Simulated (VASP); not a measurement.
Write the native input for VASP 6.6.1 that does the following.

- Task: single point
- Functional: PBEsol
- Potentials or basis: VASP PAW PBE potentials, release 64 (Ge_d)
- Cutoff: 520 eV
- k mesh: 21 × 21 × 21
- Occupations: fermi-dirac, width 0.1 eV
- Spin: no spin polarisation
- Dipole correction: no
- Further INCAR settings: ALGO = Normal; EDIFF = 1e-07; NBANDS = 13

The structure of Ge lies in POSCAR:

```
Ge
1.0
   -1.2411279041      1.2411279041      1.2411279041
    1.2411279041     -1.2411279041      1.2411279041
    1.2411279041      1.2411279041     -1.2411279041
Ge
1
Direct
    0.0000000000      0.0000000000      0.0000000000
```

One way to write it, as run:

INCAR

```
PREC = Accurate ; ENCUT = 520
EDIFF = 1E-7 ; ISMEAR = -1
SIGMA = 0.1 ; LREAL = False
LASPH = True ; NELM = 100
ALGO = Normal ; ISIF = 2
LWAVE = False ; LCHARG = True
GGA = PS ; LELF = True
LVHAR = True ; NBANDS = 13
```

KPOINTS

```
regular mesh
0
Gamma
  21 21 21
```

Potentials or basis: VASP PAW PBE potentials, release 64 (Ge_d).

The run is started by

```console
$ cat potpaw_PBE.64/Ge_d/POTCAR > POTCAR
$ mpirun -np 1 vasp_std > vasp.out
```

It gave:

```json
{
  "Pressure": "474.5 GPa",
  "Band gap on the k mesh": "zero (band 7 reaches 42.95 eV, above the bottom of band 8 at 16.38 eV)"
}
```

Caveat: the PAW data sets were made with another functional, which shifts forces and pressure a little.

Run time: 12 s on 1 thread of Intel Xeon 6975P-C, with other jobs on the host, peak memory 0.14 GiB.
